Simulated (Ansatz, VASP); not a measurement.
## Li2Ta in VASP and in Ansatz

Contents of INCAR:

```
PREC = Accurate ; ENCUT = 880
EDIFF = 1E-7 ; ISMEAR = 0
SIGMA = 0.1 ; LREAL = F
LASPH = T ; NELM = 120
ALGO = Normal ; ISIF = 3
LWAVE = F ; LCHARG = F
GGA = PE ; IBRION = 2
NSW = 90 ; EDIFFG = -0.04
GGA_COMPAT = F ; NELMIN = 4
```

Contents of KPOINTS:

```
Automatic mesh
0
Gamma
  6 6 6
```

File POSCAR:

```
Li2Ta
1.0
    3.4489948828      0.0000000000      0.0000000000
   -1.7244974414      2.9869171860      0.0000000000
    0.0000000000      0.0000000000      3.7239977971
Li Ta
2 1
Direct
    0.3333333333      0.6666666667      0.5000000000
    0.6666666667      0.3333333333      0.5000000000
    0.0000000000      0.0000000000      0.0000000000
```

Input for Ansatz:

```yaml
crystal:
  lattice:
    - [3.4489948828, 0.0, 0.0]
    - [-1.7244974414, 2.986917186, 0.0]
    - [0.0, 0.0, 3.7239977971]
  atoms:
    - { symbol: Li, position: [0.3333333333, 0.6666666667, 0.5] }
    - { symbol: Li, position: [0.6666666667, 0.3333333333, 0.5] }
    - { symbol: Ta, position: [0.0, 0.0, 0.0] }
basis:
  ecutwfc: 420
kpoints:
  mp_grid: { grid: [6, 6, 6] }
hamiltonian:
  xc: pbe
scf:
  occupations: { method: gaussian, width: 0.1 }
  lower_state_search: "off"
output:
  forces: true
  stress: true
  eigenvalues: true
relax:
  adjacent_minimum: "off"
  f_tol: 0.04
  max_steps: 70
  cell: { stress_tol: 0.4 }
```

Alike in both runs: task relaxation of cell and atoms; functional PBE; k mesh 6 × 6 × 6; occupations gaussian, width 0.1 eV; no spin polarisation.

|  | VASP | Ansatz |
| --- | --- | --- |
| version | VASP 6.6.1 | Ansatz 0.2.0 |
| potentials or method | VASP PAW PBE potentials, release 64 (Li_sv, Ta_sv_GW), cutoff 880 eV | scalar-relativistic, plane waves, PAW |
| valence electrons in the cell | 19 | 19 |

Ansatz gave:

* gap on the k mesh at the Fermi level, each at its own relaxed structure (eV): none
* relaxed volume (Å³/atom): 13.86
* relaxed length of the cell vector where the two differ most in proportion (Å): 4.870

Which values does VASP return?

gap on the k mesh at the Fermi level, each at its own relaxed structure (eV): none; relaxed volume (Å³/atom): 13.84; relaxed length of the cell vector where the two differ most in proportion (Å): 4.844.

A gap of «none» marks a metal or a gap that the smearing closes.

Neither program's run includes spin-orbit coupling.
